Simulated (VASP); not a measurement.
A run of VASP 6.6.1 is set up as follows.

The input POSCAR:

```
Ta2N
1.0
    3.1128615060      0.0000000000      0.0000000000
   -1.5564307530      2.6958171426      0.0000000000
    0.0000000000      0.0000000000      4.8698410000
Ta N
2 1
Direct
    0.3333333333      0.6666666667      0.2547110000
    0.6666666667      0.3333333333      0.7452890000
    0.0000000000      0.0000000000      0.0000000000
```

Contents of INCAR.step1:

```
SYSTEM = Ta2N
PREC     = Accurate       ! precision mode
ENCUT    = 520            ! plane-wave cutoff, eV
EDIFF    = 1E-5           ! SCF threshold, eV
ISMEAR   = -1             ! smearing method
SIGMA    = 0.1            ! smearing width, eV
LREAL    = .FALSE.        ! projectors in reciprocal space
LASPH    = .TRUE.         ! aspherical terms in the spheres
NELM     = 80             ! most SCF steps
ALGO     = Normal         ! electronic algorithm
ISIF     = 2              ! what is computed and relaxed
LWAVE    = .TRUE.         ! write WAVECAR
LCHARG   = .FALSE.        ! write CHGCAR
NBANDS   = 20             ! bands
GGA      = PE             ! functional
```

The input INCAR.step2:

```
SYSTEM = Ta2N
PREC     = Accurate       ! precision mode
ENCUT    = 520            ! plane-wave cutoff, eV
EDIFF    = 1E-6           ! SCF threshold, eV
ISMEAR   = -1             ! smearing method
SIGMA    = 0.1            ! smearing width, eV
LREAL    = .FALSE.        ! projectors in reciprocal space
LASPH    = .TRUE.         ! aspherical terms in the spheres
NELM     = 80             ! most SCF steps
ALGO     = Normal         ! electronic algorithm
ISIF     = 2              ! what is computed and relaxed
LWAVE    = .FALSE.        ! write WAVECAR
LCHARG   = .FALSE.        ! write CHGCAR
GGA      = PE             ! functional
LHFCALC  = .TRUE.         ! exact exchange
HFSCREEN = 0.2079         ! screening, 1/A
PRECFOCK = Normal       
NBANDS   = 20             ! bands
ISTART   = 1
```

KPOINTS

```
regular mesh
0
G
  5 5 3
  0 0 0
```

Potentials or basis: VASP PAW PBE potentials, release 64 (Ta_pv, N).

The run is started by

```console
$ cat potpaw_PBE.64/Ta_pv/POTCAR potpaw_PBE.64/N/POTCAR > POTCAR
$ cp INCAR.step1 INCAR
$ mpirun -np 1 vasp_std > vasp.out
$ cp INCAR.step2 INCAR
$ mpirun -np 1 vasp_std > vasp.out
```

Task: Estimate the pressure.

Result: -8.0 GPa.

Task: What does it give for the band gap on the k mesh?

Result: Zero (an odd number of electrons rules out a gap without spin polarisation).

Task: What does it give for the largest force?

Result: 0.773 eV/Å.

Forces on the atoms (eV/Å):
```
Ta   0.000  0.000 -0.773
Ta   0.000  0.000  0.773
N    0.000  0.000  0.000
```

Caveat: the k points lie up to 0.47 Å⁻¹ apart, too coarse for converged energies and pressures of a metal; the PAW data sets were made with another functional, which shifts forces and pressure a little; spin-orbit coupling is left out, which moves the levels of the heavy elements.
